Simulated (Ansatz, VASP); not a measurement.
## One calculation of CaSe, two programs

File INCAR:

```
SYSTEM = CaSe
ALGO = Normal
EDIFF = 1E-6
ENCUT = 520
GGA = PE
ISIF = 2
ISMEAR = 0
LASPH = .True.
LCHARG = .True.
LELF = .True.
LREAL = .False.
LVHAR = .True.
LWAVE = .False.
NBANDS = 24
NELM = 60
PREC = Accurate
SIGMA = 0.01
```

Contents of KPOINTS:

```
k-points
0
Gamma
  12 12 4
  0 0 0
```

POSCAR

```
CaSe
1.0
    4.1316821786      0.0000000000      0.0000000000
   -2.0658410893      3.5781417271      0.0000000000
    0.0000000000      0.0000000000      7.1625032202
Ca Se
2 2
Direct
    0.0000000000      0.0000000000      0.0000000000
    0.0000000000      0.0000000000      0.5000000000
    0.3333333333      0.6666666667      0.2500000000
    0.6666666667      0.3333333333      0.7500000000
```

Input for Ansatz:

```yaml
crystal:
  lattice:
    - [4.1316821786, 0.0, 0.0]
    - [-2.0658410893, 3.5781417271, 0.0]
    - [0.0, 0.0, 7.1625032202]
  atoms:
    - { symbol: Ca, position: [0.0, 0.0, 0.0] }
    - { symbol: Ca, position: [0.0, 0.0, 0.5] }
    - { symbol: Se, position: [0.3333333333, 0.6666666667, 0.25] }
    - { symbol: Se, position: [0.6666666667, 0.3333333333, 0.75] }
kpoints:
  mp_grid: { grid: [12, 12, 4] }
  band_path:
    path:
      - [0.0, 0.0, 0.0]
      - [0.5, 0.0, 0.0]
      - [0.3333333333, 0.3333333333, 0.0]
      - [0.0, 0.0, 0.5]
      - [0.5, 0.0, 0.5]
      - [0.3333333333, 0.3333333333, 0.5]
      - [0.0, 0.5, 0.0]
    npoints: 1
hamiltonian:
  xc: pbe
scf:
  occupations: { method: fixed }
  n_extra_bands: 5
output:
  forces: true
  stress: true
  eigenvalues: true
```

Alike in both runs: task single point; functional PBE; k mesh 12 × 12 × 4; no spin polarisation.

|  | VASP | Ansatz |
| --- | --- | --- |
| version | VASP 6.6.1 | Ansatz 0.2.0 |
| potentials or method | VASP PAW PBE potentials, release 64 (Ca_sv, Se) | plane waves, PAW |
| plane-wave cutoff (eV) | 520 | 420 |
| occupations | gaussian, width 0.01 eV | fixed |
| valence electrons in the cell | 32 | 52 |

```csv
,VASP,Ansatz,Ansatz less VASP
gap on the k mesh at the Fermi level (eV),2.20,2.20,+0.008
pressure (GPa),0.8,0.6,-0.16
"traceless stress, the component that is largest in VASP (GPa)",0.12,0.11,-0.019
```

VASP's potentials hold 32 valence electrons a cell and Ansatz's 52, so a difference there can come from the potentials and not from the codes.
